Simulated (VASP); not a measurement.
# Ta (Im-3m) in VASP: further runs

The runs below take Ta through single point, relaxation of cell and atoms, with PBEsol.

Program: VASP 6.6.1. These are calculated values, not measurements. Logs are shortened: lines on timing, memory, paths and dates and some standing lists are left out, and cuts for length are marked.

## 1. The cell of the first run

Symmetry: Im-3m, No. 229, cubic system. Conventional cell: a = 3.284 Å, b = 3.284 Å, c = 3.284 Å, α = 90.00°, β = 90.00°, γ = 90.00°. Ta (site symmetry m-3m) has 14 Ta at 2.84 to 3.28 Å within 3.7 Å.

## 2. Single point, PBEsol

Input file INCAR:

```
ALGO = Normal
EDIFF = 1E-6
ENCUT = 520
GGA = PS
ISIF = 2
ISMEAR = -1
LASPH = T
LCHARG = F
LREAL = F
LWAVE = F
NBANDS = 12
NELM = 60
PREC = Accurate
SIGMA = 0.1
```

Input file KPOINTS:

```
k-points
0
Gamma
  13 13 13
```

Input file POSCAR:

```
Ta
1.0
   -1.6419077497      1.6419077497      1.6419077497
    1.6419077497     -1.6419077497      1.6419077497
    1.6419077497      1.6419077497     -1.6419077497
Ta
1
Direct
    0.0000000000      0.0000000000      0.0000000000
```

Potentials or basis: VASP PAW PBE potentials, release 64 (Ta_pv).

On the command line:

```
> cat potpaw_PBE.64/Ta_pv/POTCAR > POTCAR
> mpirun -np 1 vasp_std > vasp.out
```

OUTCAR:

```text
EDIFF = 1E-6
   ENCUT = 520
   GGA = PS
   ISIF = 2
   ISMEAR = -1
   LASPH = T
   LREAL = F
   NELM = 60
   PREC = Accurate

 ion  position               nearest neighbor table
   1  0.000  0.000  0.000-

  LATTYP: Found a body centered cubic cell.
 ALAT       =     3.2838154994

  Lattice vectors:

 A1 = (  -1.6419077497,   1.6419077497,   1.6419077497)
 A2 = (   1.6419077497,  -1.6419077497,   1.6419077497)
 A3 = (   1.6419077497,   1.6419077497,  -1.6419077497)

Analysis of symmetry for initial positions (statically):
=====================================================================
 Subroutine PRICEL returns:
 Original cell was already a primitive cell.

 Routine SETGRP: Setting up the symmetry group for a
 body centered cubic supercell.

 Subroutine GETGRP returns: Found 48 space group operations
 (whereof 48 operations were pure point group operations)
 out of a pool of 48 trial point group operations.

The static configuration has the point symmetry O_h .

Analysis of symmetry for dynamics (positions and initial velocities):
=====================================================================
 Subroutine PRICEL returns:
 Original cell was already a primitive cell.

 Routine SETGRP: Setting up the symmetry group for a
 body centered cubic supercell.

 Subroutine GETGRP returns: Found 48 space group operations
 (whereof 48 operations were pure point group operations)
 out of a pool of 48 trial point group operations.

The dynamic configuration has the point symmetry O_h .

 Subroutine INISYM returns: Found 48 space group operations
 (whereof 48 operations are pure point group operations),
 and found     1 'primitive' translations

----------------------------------------------------------------------------------------

                                     Primitive cell

  volume of cell :      17.7054

  direct lattice vectors                    reciprocal lattice vectors
    -1.641907750  1.641907750  1.641907750     0.000000000  0.304523808  0.304523808
     1.641907750 -1.641907750  1.641907750     0.304523808  0.000000000  0.304523808
     1.641907750  1.641907750 -1.641907750     0.304523808  0.304523808  0.000000000

  length of vectors
     2.843867644  2.843867644  2.843867644     0.430661699  0.430661699  0.430661699

  position of ions in fractional coordinates (direct lattice)
     0.000000000  0.000000000  0.000000000

  ion indices of the primitive-cell ions
   primitive index   ion index
                 1           1

----------------------------------------------------------------------------------------

 KPOINTS: k-points

Automatic generation of k-mesh.
 Grid dimensions read from file:
 generate k-points for:   13   13   13

 Generating k-lattice:

  Cartesian coordinates                     Fractional coordinates (reciprocal lattice)
     0.000000000  0.023424908  0.023424908     0.076923077  0.000000000  0.000000000
     0.023424908  0.000000000  0.023424908     0.000000000  0.076923077  0.000000000
     0.023424908  0.023424908  0.000000000     0.000000000  0.000000000  0.076923077

  Length of vectors
     0.033127823  0.033127823  0.033127823

  Shift w.r.t. Gamma in fractional coordinates (k-lattice)
     0.000000000  0.000000000  0.000000000

 Subroutine IBZKPT returns following result:
 ===========================================

 Found     84 irreducible k-points:

 Following reciprocal coordinates:
            Coordinates               Weight
  0.000000  0.000000  0.000000      1.000000
  0.076923  0.000000  0.000000     12.000000
  0.153846  0.000000  0.000000     12.000000
  0.230769  0.000000  0.000000     12.000000
  0.307692  0.000000  0.000000     12.000000
  0.384615  0.000000  0.000000     12.000000
[... 16 lines left out ...]
  0.153846  0.076923  0.076923     24.000000
  0.230769  0.076923  0.076923     24.000000
 [... further k-points ...]
   k-points           NKPTS =     84   k-points in BZ     NKDIM =     84   number of bands    NBANDS=     12
   number of dos      NEDOS =    301   number of ions     NIONS =      1
   total plane-waves  NPLWV =  13824
   dimension x,y,z NGX =    24 NGY =   24 NGZ =   24
   dimension x,y,z NGXF=    48 NGYF=   48 NGZF=   48
   ions per type =               1
   NGX,Y,Z   is equivalent  to a cutoff of  14.03, 14.03, 14.03 a.u.
   NGXF,Y,Z  is equivalent  to a cutoff of  28.06, 28.06, 28.06 a.u.
 SYSTEM =  unknown system
   PREC   = accura    normal or accurate (medium, high low for compatibility)
   ISTART =      0    job   : 0-new  1-cont  2-samecut
   ICHARG =      2    charge: 1-file 2-atom 10-const
   ISPIN  =      1    spin polarized calculation?
   LNONCOLLINEAR =      F non collinear calculations
   LSORBIT =      F    spin-orbit coupling
   LASPH  =      T    aspherical Exc in radial PAW
   ENCUT  =  520.0 eV  38.22 Ry    6.18 a.u.   5.29  5.29  5.29*2*pi/ulx,y,z
   NELM   =     60;   NELMIN=  2; NELMDL= -5     # of ELM steps
   EDIFF  = 0.1E-05   stopping-criterion for ELM
   LREAL  =      F    real-space projection
   EDIFFG = 0.1E-04   stopping-criterion for IOM
   NSW    =      0    number of steps for IOM
   IBRION =     -1    ionic relax: 0-MD 1-quasi-New 2-CG
   NFREE  =      0    steps in history (QN), initial steepest desc. (CG)
   ISIF   =      2    stress and relaxation
   ISYM   =      2    0-nonsym 1-usesym 2-fastsym
   POTIM  = 0.5000    time-step for ionic-motion
   TEBEG  =    0.0;   TEEND  =   0.0 temperature during run
   PSTRESS=    0.0 pullay stress
   NELECT =      11.0000    total number of electrons
   NUPDOWN=      -1.0000    fix difference up-down
   EMIN   =  10.00;   EMAX   =-10.00  energy-range for DOS
   EFERMI =   0.00;   METHOD = LEGACY
   ISMEAR =    -1;   SIGMA  =   0.10  broadening in eV -4-tet -1-fermi 0-gaus
   EFERMI_NEDOS =   21; number of points for ismear=-14 and -15
   IALGO  =     38    algorithm
   IMIX   =      4    mixing-type and parameters
     AMIX     =   0.40;   BMIX     =  1.00
     AMIX_MAG =   1.60;   BMIX_MAG =  1.00
  volume/ion in A,a.u.               =      17.71       119.48
  Fermi-wavevector in a.u.,A,eV,Ry     =   1.396916  2.639789 26.550062  1.951374
  Thomas-Fermi vector in A             =   2.520223
   LORBIT       =      0    0 simple, 1 ext, 2 COOP (PROOUT), +10 PAW based schemes
   GGA     = PS    functional components
   LHFCALC =     F    Hartree Fock is set to
   AEXX    =    0.0000 exact exchange contribution
   IVDW    =     0    specifies the selected vdW correction
   LEPSILON=     F    determine dielectric tensor
   LRPA    =     F    only Hartree local field effects (RPA)
 non-spin polarized calculation
  energy-cutoff  :      520.00
  volume of cell :       17.71
 maximum number of plane-waves:       486
 NGX is ok and might be reduce to    24
   NGX = 11   NGY = 11   NGZ = 11

 number of electron      11.0000002 magnetization

 Free energy of the ion-electron system (eV)
  ---------------------------------------------------
  ext. energy  EPLUGINS =         0.00000000
  ---------------------------------------------------
  free energy    TOTEN  =       -12.57249462 eV

  energy without entropy =      -12.52762670  energy(sigma->0) =      -12.55006066

 E-fermi :   5.4502     XC(G=0): -12.8167

 val. band max:        5.4481300368   @ k =  -0.2308   0.2308   0.0769
 cond. band min:       5.4671950460   @ k =  -0.3077   0.3077   0.1538
 fundamental gap:      0.0190650091
 Fermi energy:         5.4502022959

 k-point     1 :       0.0000    0.0000    0.0000
  band No.  band energies     occupation
      1     -27.4983      2.00000
      2     -27.4983      2.00000
      3     -27.4983      2.00000
      4      -2.5352      2.00000
      5       6.1787      0.00137
      6       6.1787      0.00137
      7       6.1787      0.00137
      8       9.5103      0.00000
      9       9.5103      0.00000
     10      20.1795      0.00000
     11      20.5817      0.00000
     12      20.5817      0.00000

 k-point     2 :       0.0769    0.0000    0.0000
  band No.  band energies     occupation
      1     -27.5764      2.00000
      2     -27.5222      2.00000
      3     -27.4988      2.00000
      4      -2.2655      2.00000
      5       6.0043      0.00781
      6       6.1244      0.00236
      7       6.4440      0.00010
      8       9.2378      0.00000
      9       9.5113      0.00000
     10      20.1793      0.00000
     11      20.8219      0.00000
     12      21.0528      0.00000

 k-point     3 :       0.1538    0.0000    0.0000
  band No.  band energies     occupation
      1     -27.7881      2.00000
      2     -27.5878      2.00000
      3     -27.5001      2.00000
      4      -1.5132      2.00000
      5       5.5580      0.50762
      6       5.8678      0.03026
      7       7.2246      0.00000
      8       8.8474      0.00000
      9       9.5415      0.00000
     10      20.1781      0.00000
     11      21.2893      0.00000
     12      22.3818      0.00000
[... 286 lines left out ...]
 k-point    23 :       0.1538    0.0769    0.0769
  band No.  band energies     occupation
      1     -28.1697      2.00000
      2     -27.6504      2.00000
      3     -27.5603      2.00000
      4      -0.0192      2.00000
      5       4.7797      1.99755
      6       4.8964      1.99216
      7       9.1205      0.00000
      8       9.4666      0.00000
      9       9.6105      0.00000
     10      20.1727      0.00000
     11      21.7358      0.00000
     12      22.7247      0.00000

 k-point    24 :       0.2308    0.0769    0.0769
  band No.  band energies     occupation
      1     -28.3958      2.00000
      2     -27.7726      2.00000
      3     -27.5679      2.00000
      4       0.9875      2.00000
      5       4.3112      1.99998
      6       4.7705      1.99777
      7       9.3202      0.00000
      8       9.9511      0.00000
      9      11.1426      0.00000
     10      20.1165      0.00000
     11      20.3539      0.00000
     12      20.6905      0.00000

 [... further k-points ...]
[... 5 lines left out ...]
  --------------------------------------------------------------------------------------
  -------------------------------------------------------------------------------------
  Total        0.0192748      0.0192748      0.0192748      0.0000000     -0.0000000      0.0000000
  in kB        1.7441958      1.7441958      1.7441958      0.0000000     -0.0000000      0.0000000
  external PRESSURE =       1.7441958 kB  Pullay stress =       0.0000000 kB

 VOLUME and BASIS-vectors are now :
 -----------------------------------------------------------------------------
  energy-cutoff  :      520.00
  volume of cell :       17.71
      direct lattice vectors                 reciprocal lattice vectors
    -1.641907750  1.641907750  1.641907750     0.000000000  0.304523808  0.304523808
     1.641907750 -1.641907750  1.641907750     0.304523808  0.000000000  0.304523808
     1.641907750  1.641907750 -1.641907750     0.304523808  0.304523808  0.000000000

 POSITION                                       TOTAL-FORCE (eV/Angst)
 -----------------------------------------------------------------------------------
      0.00000      0.00000      0.00000         0.000000     -0.000000      0.000000
 -----------------------------------------------------------------------------------
    total drift:                               -0.000000      0.000000      0.000000

  FREE ENERGIE OF THE ION-ELECTRON SYSTEM (eV)
  ---------------------------------------------------
  free  energy   TOTEN  =       -12.5724946248 eV

  energy  without entropy=      -12.5276267034  energy(sigma->0) =      -12.55006066
```

Wall time 6 s (1 thread of Intel Xeon 6975P-C (Granite Rapids), shared host); peak memory 0.14 GiB.

Results:

* Free energy: -12.5725 eV
* Pressure: 0.2 GPa

Levels at points of the mesh, in eV from the Fermi level:
```csv
k point,band 2,band 3,band 4,band 5,band 6,band 7,band 8,band 9,band 10,band 11
"(0.00, 0.00, 0.00)",-32.95,-32.95,-7.99,0.73,0.73,0.73,4.06,4.06,14.73,15.13
```

Caveat: the PAW data sets were made with another functional, which shifts forces and pressure a little; spin-orbit coupling is left out, which moves the levels of the heavy elements.

## 3. Relaxation of cell and atoms, PBEsol

This run uses another cell than the first one, of 18.06 Å³/atom, 1.020 times its volume.

Input file INCAR:

```
SYSTEM = Ta
PREC = Accurate ; ENCUT = 600
EDIFF = 1E-6 ; ISMEAR = -1
SIGMA = 0.1 ; LREAL = .FALSE.
LASPH = .TRUE. ; NELM = 80
ALGO = Normal ; ISIF = 3
LWAVE = .FALSE. ; LCHARG = .FALSE.
GGA = PS ; IBRION = 2
NSW = 80 ; EDIFFG = -0.01
```

Input file KPOINTS:

```
regular mesh
0
G
  13 13 13
  0 0 0
```

Input file POSCAR:

```
Ta
1.0
   -1.6529000000      1.6529000000      1.6529000000
    1.6529000000     -1.6529000000      1.6529000000
    1.6529000000      1.6529000000     -1.6529000000
Ta
1
Direct
    0.0000000000      0.0000000000      0.0000000000
```

Potentials or basis: VASP PAW PBE potentials, release 64 (Ta_pv).

On the command line:

```
> cat potpaw_PBE.64/Ta_pv/POTCAR > POTCAR
> mpirun -np 1 vasp_std > vasp.out
```

Run time: 11 s. Hardware: 1 thread of Intel Xeon 6975P-C (Granite Rapids), shared host; peak memory 0.15 GiB.

The run converged. Its results:

```yaml
Free_energy: -12.5728 eV
Relaxed_volume: 17.73 Å³/atom
Relaxed_cell: a = 2.845 Å, b = 2.845 Å, c = 2.845 Å, α = 109.47°, β = 109.47°, γ = 109.47°
Space_group_after_relaxing_to_0.05_Å: Im-3m (No. 229)
Energy_gained_by_relaxing: 4.2 meV/atom
Ionic_steps: 3
Pressure_after_relaxing: -0.1 GPa
```

The path:
| step | energy change (eV) | largest force (eV/Å) | pressure (GPa) | volume (Å³) |
| --- | --- | --- | --- | --- |
| 1 | 0.0000 | 0.0000 | -3.85 | 18.06 |
| 2 | 0.0190 | 0.0000 | 9.98 | 16.95 |
| 3 | -0.0042 | 0.0000 | -0.06 | 17.73 |

Final structure:
```
CELL_PARAMETERS angstrom
-1.64258 1.64258 1.64258
1.64258 -1.64258 1.64258
1.64258 1.64258 -1.64258
ATOMIC_POSITIONS crystal
Ta 0.00000 0.00000 0.00000
```

Levels at points of the mesh, in eV from the Fermi level:
| k point | band 3 | band 4 | band 5 | band 6 | band 7 | band 8 | band 9 |
| --- | --- | --- | --- | --- | --- | --- | --- |
| (0.00, 0.00, 0.00) | -32.95 | -7.98 | 0.73 | 0.73 | 0.73 | 4.06 | 4.06 |

Caveat: the PAW data sets were made with another functional, which shifts forces and pressure a little; spin-orbit coupling is left out, which moves the levels of the heavy elements.

## 4. Single point, PBEsol (volume scaled by 0.88)

Input file INCAR:

```
ALGO = Normal
EDIFF = 1E-6
ENCUT = 520
GGA = PS
ISIF = 2
ISMEAR = -1
LASPH = True
LCHARG = True
LELF = True
LREAL = False
LVHAR = True
LWAVE = False
NBANDS = 12
NELM = 100
PREC = Accurate
SIGMA = 0.1
```

Input file KPOINTS:

```
k-points
0
Gamma
  22 22 22
```

Input file POSCAR:

```
Ta
1.0
   -1.5734138791      1.5734138791      1.5734138791
    1.5734138791     -1.5734138791      1.5734138791
    1.5734138791      1.5734138791     -1.5734138791
Ta
1
Direct
    0.0000000000      0.0000000000      0.0000000000
```

On the command line:

```
> cat potpaw_PBE.64/Ta_pv/POTCAR > POTCAR
> mpirun -np 1 vasp_std > vasp.out
```

Wall time 16 s (1 thread of Intel Xeon 6975P-C (Granite Rapids), shared host); peak memory 0.17 GiB.

The run converged. Its results:

* Free energy: -12.3714 eV
* Pressure: 33.5 GPa

Levels at points of the mesh, in eV from the Fermi level:
| k point | band 4 | band 5 | band 6 | band 7 | band 8 | band 9 |
| --- | --- | --- | --- | --- | --- | --- |
| (0.00, 0.00, 0.00) | -8.47 | 0.68 | 0.68 | 0.68 | 4.49 | 4.49 |
| (0.50, 0.00, 0.00) | -5.10 | -2.05 | 2.41 | 4.50 | 5.70 | 9.33 |
| (0.50, 0.50, 0.50) | -4.78 | -4.78 | 8.10 | 8.10 | 8.10 | 10.12 |

Caveat: the cell differs from its parent crystal (volume scaled by 0.88); the PAW data sets were made with another functional, which shifts forces and pressure a little; spin-orbit coupling is left out, which moves the levels of the heavy elements.

(Part 1 of 2 ends here.)
